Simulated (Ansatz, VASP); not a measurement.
## Two plane-wave programs on Ni

File POSCAR:

```
Ni
1.0
   -1.3824379998      1.3824379998      1.3824379998
    1.3824379998     -1.3824379998      1.3824379998
    1.3824379998      1.3824379998     -1.3824379998
Ni
1
Direct
    0.0000000000      0.0000000000      0.0000000000
```

INCAR.step1

```
ALGO = Normal
EDIFF = 1E-4
ENCUT = 520
GGA = PE
ISMEAR = -1
ISPIN = 2
LASPH = T
LCHARG = F
LMAXMIX = 4
LREAL = F
LWAVE = T
MAGMOM = 0.655
NBANDS = 15
NELM = 150
PREC = Accurate
SIGMA = 0.05
```

INCAR.step2

```
ALGO = Normal
EDIFF = 1E-7
ENCUT = 520
ISIF = 2
ISMEAR = -1
ISPIN = 2
ISTART = 1
LASPH = T
LCHARG = F
LMAXMIX = 4
LMIXTAU = T
LORBIT = 11
LREAL = F
LWAVE = F
MAGMOM = 0.655
METAGGA = R2SCAN
NBANDS = 15
NELM = 150
PREC = Accurate
SIGMA = 0.05
```

Contents of KPOINTS:

```
k-points
0
Gamma
  26 26 26
```

Input for Ansatz:

```yaml
crystal:
  lattice:
    - [-1.3824379998, 1.3824379998, 1.3824379998]
    - [1.3824379998, -1.3824379998, 1.3824379998]
    - [1.3824379998, 1.3824379998, -1.3824379998]
  atoms:
    - { symbol: Ni, position: [0.0, 0.0, 0.0], spin: 0.655 }
hamiltonian:
  xc: r2scan
  pseudopotentials:
    kind: paw
    azcp:
      Ni: "pseudopotentials/Ni.paw.azcp"
basis:
  ecutwfc: 500
  fft_grid_basis: typed
kpoints:
  mp_grid: { grid: [26, 26, 26], shift: [0, 0, 0] }
magnetization:
  spin_polarized: true
scf:
  occupations: { method: fermi_dirac, width: 0.05 }
```

Alike in both runs: task single point; functional r2SCAN; k mesh 26 × 26 × 26; occupations fermi-dirac, width 0.05 eV; collinear spin.

```csv
,VASP,Ansatz
version,VASP 6.6.1,Ansatz 0.2.0
potentials or method,"VASP PAW PBE potentials, release 64 (Ni), cutoff 520 eV","plane waves (500 eV) with PAW, scalar-relativistic"
valence electrons in the cell,10,18
```

|  | VASP | Ansatz | Ansatz less VASP |
| --- | --- | --- | --- |
| net moment per atom (μB) | 0.61 | 0.63 | +0.014 |
| size of the moment on the site where the two differ most (μB) | 0.63 | 0.68 | +0.055 |

VASP's potentials were made for PBE, not for r2SCAN. Site moments also hang on the region over which each program counts them. With one functional, cell and mesh, what is left measures potentials, basis and numerics. VASP's potentials hold 10 valence electrons a cell and Ansatz's 18, so a difference there can come from the potentials and not from the codes. Ansatz's warnings: stability check not made.
